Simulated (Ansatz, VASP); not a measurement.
# One calculation of KI, two programs

File INCAR:

```
ALGO     = Normal         # electronic algorithm
EDIFF    = 1E-6           # SCF threshold, eV
ENCUT    = 500            # plane-wave cutoff, eV
GGA      = PE             # functional
GGA_COMPAT= False        
ISIF     = 2              # what is computed and relaxed
ISMEAR   = 0              # smearing method
LASPH    = True           # aspherical terms in the spheres
LCHARG   = True           # write CHGCAR
LELF     = True           # ELF
LREAL    = False          # projectors in reciprocal space
LVHAR    = True         
LWAVE    = False          # write WAVECAR
NBANDS   = 15             # bands
NELM     = 120            # most SCF steps
PREC     = Accurate       # precision mode
SIGMA    = 0.02           # smearing width, eV
```

KPOINTS

```
k-points
0
Gamma
  6 6 6
```

POSCAR

```
KI
1.0
    4.1427446465      0.0000000000      0.0000000000
    0.0000000000      4.1427446465      0.0000000000
    0.0000000000      0.0000000000      4.1427446465
K I
1 1
Direct
    0.0000000000      0.0000000000      0.0000000000
    0.5000000000      0.5000000000      0.5000000000
```

Input for Ansatz:

```yaml
crystal:
  lattice:
    - [4.1427446465, 0.0, 0.0]
    - [0.0, 4.1427446465, 0.0]
    - [0.0, 0.0, 4.1427446465]
  atoms:
    - { symbol: K, position: [0.0, 0.0, 0.0] }
    - { symbol: I, position: [0.5, 0.5, 0.5] }
basis:
  ecutwfc: 420
kpoints:
  mp_grid: { grid: [6, 6, 6] }
hamiltonian:
  xc: pbe
scf:
  occupations: { method: gaussian, width: 0.02 }
output:
  forces: true
  stress: true
  eigenvalues: true
  write_density: true
  write_potential: true
  elf: true
  volumetric_format: npy
```

Alike in both runs: task single point; functional PBE; k mesh 6 × 6 × 6; occupations gaussian, width 0.02 eV; no spin polarisation.

```csv
,VASP,Ansatz
version,VASP 6.6.1,Ansatz 0.2.0
potentials or method,"VASP PAW PBE potentials, release 64 (K_sv, I), cutoff 500 eV","scalar-relativistic, plane waves, PAW"
valence electrons in the cell,16,26
```

|  | VASP | Ansatz | Ansatz less VASP |
| --- | --- | --- | --- |
| gap on the k mesh at the Fermi level (eV) | 3.62 | 3.63 | +0.005 |
| least direct gap on the mesh (eV) | 3.80 | 3.81 | +0.008 |
| pressure (GPa) | 2.5 | 2.5 | -0.05 |

VASP's potentials hold 16 valence electrons a cell and Ansatz's 26, so a difference there can come from the potentials and not from the codes.

Spin-orbit coupling is off throughout.
